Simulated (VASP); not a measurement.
# Be24NO in VASP: a series of runs, part 3 of 4

VASP 6.6.1. The steps go on from the part before.

### 4 Single point, PBE, collinear spin, ferromagnetic start

Input file INCAR:

```
SYSTEM = Be24NO
PREC = Accurate
ENCUT = 520
EDIFF = 1E-6
ISMEAR = 0
SIGMA = 0.1
LREAL = .FALSE.
LASPH = .TRUE.
NELM = 200
ALGO = Normal
ISIF = 2
LWAVE = .FALSE.
LCHARG = .FALSE.
ISPIN = 2
MAGMOM = 0 0 0 0 0 0 0 0 0 0 0 0 0 0 0 0 0 0 0 0 0 0 0 0 1 0
LORBIT = 11
LDIPOL = .TRUE.
IDIPOL = 3
DIPOL = 0.5 0.5 0.291
GGA = PE
NBANDS = 52
GGA_COMPAT = .FALSE.
NELMDL = -8
KPAR = 4
```

Input file KPOINTS:

```
Automatic mesh
0
G
  6 4 1
  0 0 0
```

Input file POSCAR:

```
Be24NO
1.0
    4.5254381411      0.0000000000      0.0000000000
    0.0000000000      7.1336190820      0.0000000000
    0.0000000000      0.0000000000     22.3685529248
Be N O
24 1 1
Direct
    0.0000000000      0.3750000000      0.1788224752
    0.0000000000      0.8750000000      0.1788224752
    0.5000000000      0.3750000000      0.1788224752
    0.5000000000      0.8750000000      0.1788224752
    0.2500000000      0.1250000000      0.2080237711
    0.2500000000      0.6250000000      0.2080237711
    0.7500000000      0.1250000000      0.2080237711
    0.7500000000      0.6250000000      0.2080237711
    0.2500000000      0.3750000000      0.2664263628
    0.2500000000      0.8750000000      0.2664263628
    0.7500000000      0.3750000000      0.2664263628
    0.7500000000      0.8750000000      0.2664263628
    0.0000000000      0.1250000000      0.2903069137
    0.0000000000      0.6250000000      0.2903069137
    0.5000000000      0.1250000000      0.2903069137
    0.5000000000      0.6250000000      0.2903069137
    0.0000000000      0.3750000000      0.3546814205
    0.0000000000      0.8750000000      0.3546814205
    0.5000000000      0.3750000000      0.3546814205
    0.5000000000      0.8750000000      0.3546814205
    0.2500000000      0.1250000000      0.3741213369
    0.2500000000      0.6250000000      0.3741213369
    0.7500000000      0.1250000000      0.3741213369
    0.7500000000      0.6250000000      0.3741213369
    0.7500000000      0.4583333333      0.4232975176
    0.8487676923      0.5571010257      0.4605992601
```

Potentials or basis: VASP PAW PBE potentials, release 64 (Be, N, O).

Started as:

```sh
$ cat potpaw_PBE.64/Be/POTCAR potpaw_PBE.64/N/POTCAR potpaw_PBE.64/O/POTCAR > POTCAR
$ mpirun -np 4 vasp_std > vasp.out
```

OUTCAR:

```text
SYSTEM = Be24NO
   PREC = Accurate
   ENCUT = 520
   EDIFF = 1E-6
   ISMEAR = 0
   LREAL = .FALSE.
   LASPH = .TRUE.
   NELM = 200
   ISIF = 2
   ISPIN = 2
   LORBIT = 11
   GGA = PE
   NELMDL = -8

 ion  position               nearest neighbor table
   1  0.000  0.375  0.179-   5 2.21   6 2.21   7 2.21   8 2.21   9 2.26  11 2.26   3 2.26   3 2.26

   2  0.000  0.875  0.179-   5 2.21   6 2.21   7 2.21   8 2.21  10 2.26  12 2.26   4 2.26   4 2.26

   3  0.500  0.375  0.179-   5 2.21   6 2.21   7 2.21   8 2.21   9 2.26  11 2.26   1 2.26   1 2.26
[... 39 lines left out ...]
  23  0.750  0.125  0.374-  17 2.16  18 2.16  19 2.16  20 2.16  13 2.19  15 2.19  21 2.26  21 2.26

  24  0.750  0.625  0.374-  25 1.62  26 2.04  19 2.16  20 2.16  17 2.16  18 2.16  14 2.19  16 2.19
                            22 2.26  22 2.26
  25  0.750  0.458  0.423-  26 1.18  24 1.62  17 2.00  19 2.00
  26  0.849  0.557  0.461-  25 1.18  24 2.04

  LATTYP: Found a simple orthorhombic cell.
 ALAT       =     4.5254381411
 B/A-ratio  =     1.5763377732
 C/A-ratio  =     4.9428480132

  Lattice vectors:

 A1 = (   4.5254381411,   0.0000000000,   0.0000000000)
 A2 = (   0.0000000000,   7.1336190820,   0.0000000000)
 A3 = (   0.0000000000,   0.0000000000,  22.3685529248)

Analysis of symmetry for initial positions (statically):
=====================================================================
 Subroutine PRICEL returns:
 Original cell was already a primitive cell.

 Routine SETGRP: Setting up the symmetry group for a
 simple orthorhombic supercell.

 Subroutine GETGRP returns: Found  1 space group operations
 (whereof  1 operations were pure point group operations)
 out of a pool of  8 trial point group operations.

The static configuration has the point symmetry C_1 .

Analysis of symmetry for dynamics (positions and initial velocities):
=====================================================================
 Subroutine PRICEL returns:
 Original cell was already a primitive cell.

 Routine SETGRP: Setting up the symmetry group for a
 simple orthorhombic supercell.

 Subroutine GETGRP returns: Found  1 space group operations
 (whereof  1 operations were pure point group operations)
 out of a pool of  8 trial point group operations.

The dynamic configuration has the point symmetry C_1 .

Analysis of structural, dynamic, and magnetic symmetry:
=====================================================================
 Subroutine PRICEL returns:
 Original cell was already a primitive cell.

 Routine SETGRP: Setting up the symmetry group for a
 simple orthorhombic supercell.

 Subroutine GETGRP returns: Found  1 space group operations
 (whereof  1 operations were pure point group operations)
 out of a pool of  8 trial point group operations.

The overall configuration has the point symmetry C_1 .

 Subroutine INISYM returns: Found  1 space group operations
 (whereof  1 operations are pure point group operations),
 and found     1 'primitive' translations

----------------------------------------------------------------------------------------

                                     Primitive cell

  volume of cell :     722.1184

  direct lattice vectors                    reciprocal lattice vectors
     4.525438141  0.000000000  0.000000000     0.220973079  0.000000000  0.000000000
[... 144 lines left out ...]
  volume/ion in A,a.u.               =      27.77       187.43
  Fermi-wavevector in a.u.,A,eV,Ry     =   0.710378  1.342419  6.865997  0.504637
  Thomas-Fermi vector in A             =   1.797209
   LORBIT       =     11    0 simple, 1 ext, 2 COOP (PROOUT), +10 PAW based schemes
   GGA     = PE    functional components
   LHFCALC =     F    Hartree Fock is set to
   AEXX    =    0.0000 exact exchange contribution
   IVDW    =     0    specifies the selected vdW correction
   LEPSILON=     F    determine dielectric tensor
   LRPA    =     F    only Hartree local field effects (RPA)
 spin polarized calculation
 Gauss-broadening in eV      SIGMA  =   0.10
  energy-cutoff  :      520.00
  volume of cell :      722.12
 maximum number of plane-waves:     19505
 NGX is ok and might be reduce to    36
   NGX = 17   NGY = 27   NGZ = 83

 dipolmoment           0.000000      0.000000     -0.220409 electrons x Angstroem

 number of electron      59.0000001 magnetization       0.0001369

 dipolmoment           0.000000      0.000000      0.134433 electrons x Angstroem

 Free energy of the ion-electron system (eV)
  ---------------------------------------------------
  ext. energy  EPLUGINS =         0.00000000
  ---------------------------------------------------
  free energy    TOTEN  =       -95.05326305 eV

  energy without entropy =      -95.02049282  energy(sigma->0) =      -95.03687793

 E-fermi :  -1.5322     XC(G=0):  -3.8725

 val. band max:       -1.5373640015   @ k =   0.5000   0.2500   0.0000
 cond. band min:      -1.5082112842   @ k =   0.1667   0.0000   0.0000
 fundamental gap:      0.0291527173
 Fermi energy:        -1.5321906632

 spin component 1

 k-point     1 :       0.0000    0.0000    0.0000
  band No.  band energies     occupation
      1     -27.4103      1.00000
      2     -14.5691      1.00000
      3     -11.8711      1.00000
      4     -10.4056      1.00000
      5      -9.8898      1.00000
      6      -9.7199      1.00000
[... 605 lines left out ...]
     40       2.8787      0.00000
     41       2.8959      0.00000
 Fermi energy:        -1.5321906632

 spin component 2

 k-point     1 :       0.0000    0.0000    0.0000
  band No.  band energies     occupation
      1     -27.4102      1.00000
      2     -14.5691      1.00000
      3     -11.8711      1.00000
      4     -10.4056      1.00000
      5      -9.8898      1.00000
      6      -9.7199      1.00000
[... 605 lines left out ...]
     40       2.8787      0.00000
     41       2.8959      0.00000
 [bands above 41 left out]

------------------------ aborting loop because EDIFF is reached ----------------------------------------

 vacuum level on the upper side and lower side of the slab       (xc-potential included)         0.266        -0.477

  FORCE on cell =-STRESS in cart. coord.  units (eV):
  Direction    XX          YY          ZZ          XY          YZ          ZX
  --------------------------------------------------------------------------------------
  -------------------------------------------------------------------------------------
  Total        1.8250545     -0.2888613      5.2323071      2.0812797      1.1175163      1.0399141
  in kB        4.0492816     -0.6409019     11.6090149      4.6177731      2.4794537      2.3072763
  external PRESSURE =       5.0057982 kB  Pullay stress =       0.0000000 kB

 VOLUME and BASIS-vectors are now :
 -----------------------------------------------------------------------------
  energy-cutoff  :      520.00
  volume of cell :      722.12
      direct lattice vectors                 reciprocal lattice vectors
     4.525438141  0.000000000  0.000000000     0.220973079  0.000000000  0.000000000
     0.000000000  7.133619082  0.000000000     0.000000000  0.140181300  0.000000000
     0.000000000  0.000000000 22.368552925     0.000000000  0.000000000  0.044705619

 POSITION                                       TOTAL-FORCE (eV/Angst)
 -----------------------------------------------------------------------------------
      0.00000      2.67511      4.00000         0.005119      0.014864      0.528139
      0.00000      6.24192      4.00000         0.088248     -0.032586      0.414098
      2.26272      2.67511      4.00000         0.018219     -0.034237      0.540295
      2.26272      6.24192      4.00000        -0.070352      0.104678      0.526253
      1.13136      0.89170      4.65319        -0.010953     -0.027206     -0.724424
      1.13136      4.45851      4.65319        -0.036263     -0.056837     -0.794904
[... 18 lines left out ...]
      3.39408      3.26958      9.46855        -3.447656     -5.308459     -4.345525
      3.84105      3.97415     10.30294         2.780101      3.718797      5.127221
 -----------------------------------------------------------------------------------
    total drift:                               -0.000078      0.000477     -0.000482

  FREE ENERGIE OF THE ION-ELECTRON SYSTEM (eV)
  ---------------------------------------------------
  free  energy   TOTEN  =       -95.0532630494 eV

  energy  without entropy=      -95.0204928191  energy(sigma->0) =      -95.03687793

 vacuum level on the upper side and lower side of the slab         3.570         2.806

 total charge

# of ion       s       p       d       tot
------------------------------------------
    1        0.408   0.608   0.000   1.016
    2        0.414   0.603   0.000   1.016
    3        0.412   0.604   0.000   1.016
    4        0.415   0.599   0.000   1.013
    5        0.422   0.737   0.000   1.159
    6        0.419   0.737   0.000   1.156
[... 18 lines left out ...]
   25        1.288   2.529   0.000   3.817
   26        1.610   3.497   0.000   5.107
--------------------------------------------------
tot         12.993  23.234   0.000  36.227

 magnetization (x)

# of ion       s       p       d       tot
------------------------------------------
    1        0.000   0.000   0.000   0.000
    2        0.000   0.000   0.000   0.000
    3        0.000   0.000   0.000   0.000
    4        0.000   0.000   0.000   0.000
    5       -0.000  -0.000   0.000  -0.000
    6        0.000  -0.000   0.000  -0.000
[... 18 lines left out ...]
   25        0.000   0.000   0.000   0.000
   26        0.000   0.000   0.000   0.000
--------------------------------------------------
tot          0.000   0.000   0.000   0.000
```

Wall time 14 min (4 MPI ranks of Intel Xeon 6975P-C (Granite Rapids), shared host); peak memory 1.4 GiB.

Results:

* Free energy: -95.0533 eV
* Largest force: 7.678 eV/Å
* Net moment: 0.00 μB per cell
* Valence electrons inside the program's atomic spheres: Be 1.02, 1.01, 1.16, 1.17, 1.18, 1.21, 1.22, 1.14, 1.10, 1.08, 1.06, 1.07, 1.29 (each value once); N 3.82; O 5.11

Forces in eV/Å, atoms in the order of the input:
```
Be   0.005  0.015  0.528
Be   0.088 -0.033  0.414
Be   0.018 -0.034  0.540
Be  -0.070  0.105  0.526
Be  -0.011 -0.027 -0.724
Be  -0.036 -0.057 -0.795
Be   0.031  0.074 -0.547
Be   0.041 -0.090 -0.729
Be  -0.068  0.107 -0.101
Be   0.074 -0.032  0.227
Be  -0.002  0.046  0.208
Be  -0.053  0.092 -0.059
Be   0.049  0.029  0.110
Be   0.078 -0.048  0.191
Be  -0.010 -0.114  0.023
Be   0.077 -0.018 -0.015
Be   0.405 -0.035 -0.063
Be   0.058  0.019 -0.010
Be  -0.253  0.247  0.656
Be  -0.159  0.080 -0.108
Be  -0.041 -0.039  0.000
Be   0.265  0.258 -0.458
Be   0.134 -0.354  0.181
Be   0.047  1.398 -0.777
N   -3.448 -5.308 -4.346
O    2.780  3.719  5.127
```

Caveat: the standard files for N, O and F lose accuracy on very short bonds.

[end of part 3 of 4]
